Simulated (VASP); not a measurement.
AlN (pbe), 2 atoms in the cell. The structure is cubic, space group F-43m (No. 216). The conventional cell has a = 4.403 Å, b = 4.403 Å, c = 4.403 Å, α = 90.00°, β = 90.00°, γ = 90.00°. Al (site symmetry -43m) has 4 N at 1.91 Å within 2.5 Å. Within 2.5 Å of N (site symmetry -43m) lie 4 Al at 1.91 Å. 

- Program: VASP 6.6.1
- Task: single point
- Functional: PBE
- Potentials or basis: VASP PAW PBE potentials, release 64 (Al, N)
- Cutoff: 600 eV
- k mesh: 8 × 8 × 8
- Occupations: gaussian, width 0.01 eV
- Spin: no spin polarisation
- Dipole correction: no
- Further INCAR settings: ALGO = Normal; EDIFF = 1e-06; NBANDS = 11

Potentials or basis: VASP PAW PBE potentials, release 64 (Al, N).

Run with:

```sh
$ cat potpaw_PBE.64/Al/POTCAR potpaw_PBE.64/N/POTCAR > POTCAR
$ mpirun -np 1 vasp_std > vasp.out
```

Hardware: 1 thread of Intel(R) Xeon(R) Platinum 8488C (Sapphire Rapids), on a shared host.

Question: How long does it take, and how much memory?

Answer: Run time: 9.7 s on 1 thread of Intel(R) Xeon(R) Platinum 8488C (Sapphire Rapids), with other jobs on the host, peak memory 0.15 GiB. Counts: scf iterations 12, k points 29.
